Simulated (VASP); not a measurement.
Set up this calculation in VASP 6.6.1, as the native input.

```yaml
Task: single point
Functional: LDA
Potentials_or_basis: VASP PAW LDA potentials, release 64 (Sr_sv, Fe, O)
Cutoff: 600 eV
k_mesh: 7 × 7 × 7
Occupations: fermi-dirac, width 0.15 eV
Spin: collinear spin, ferromagnetic start
Starting_moments: "[0.01, 3.29, 0.29, 0.29, 0.29] μB"
Fixed_moment: 4.2 μB
Dipole_correction: no
Further_INCAR_settings: ALGO = Normal; EDIFF = 1e-06; NBANDS = 30
```

The structure of SrFeO3 lies in POSCAR:

```
SrFeO3
1.0
    3.8288137900      0.0000000000      0.0000000000
    0.0000000000      3.8288137900      0.0000000000
    0.0000000000      0.0000000000      3.8288137900
Sr Fe O
1 1 3
Direct
    0.0000000000      0.0000000000      0.0000000000
    0.5000000000      0.5000000000      0.5000000000
    0.0000000000      0.5000000000      0.5000000000
    0.5000000000      0.0000000000      0.5000000000
    0.5000000000      0.5000000000      0.0000000000
```

One way to write it, as run:

INCAR

```
SYSTEM = SrFeO3
  PREC = Accurate
  ENCUT = 600
  EDIFF = 1E-6
  ISMEAR = -1
  SIGMA = 0.15
  LREAL = .False.
  LASPH = .True.
  NELM = 200
  ALGO = Normal
  ISIF = 2
  LWAVE = .False.
  LCHARG = .False.
  ISPIN = 2
  MAGMOM = 0.01 3.29 0.29 0.29 0.29
  LORBIT = 11
  NUPDOWN = 4.2
  LMAXMIX = 4
  NBANDS = 30
  GGA_COMPAT = .False.
```

KPOINTS

```
regular mesh
0
Gamma
  7 7 7
  0 0 0
```

Potentials or basis: VASP PAW LDA potentials, release 64 (Sr_sv, Fe, O).

Launch:

```bash
$ cat potpaw_LDA.64/Sr_sv/POTCAR potpaw_LDA.64/Fe/POTCAR potpaw_LDA.64/O/POTCAR > POTCAR
$ mpirun -np 1 vasp_std > vasp.out
```

It gave:

| Item | Value |
| --- | --- |
| Pressure | -5.8 GPa |
| Net moment | 4.20 μB per cell |
| Site moments | Sr +0.01; Fe +3.15; O +0.26 μB |
| Valence electrons inside the program's atomic spheres | Sr 8.01; Fe 7.20; O 4.96 |

Caveat: the total moment is fixed, so each spin has its own Fermi level; a cell with one magnetic atom can't hold antiferromagnetic order, which such compounds often take.

It took 65 s on 1 thread of Intel(R) Xeon(R) Platinum 8259CL CPU @ 2.50GHz (Skylake/Cascade Lake), on a shared host, peak memory 0.21 GiB.
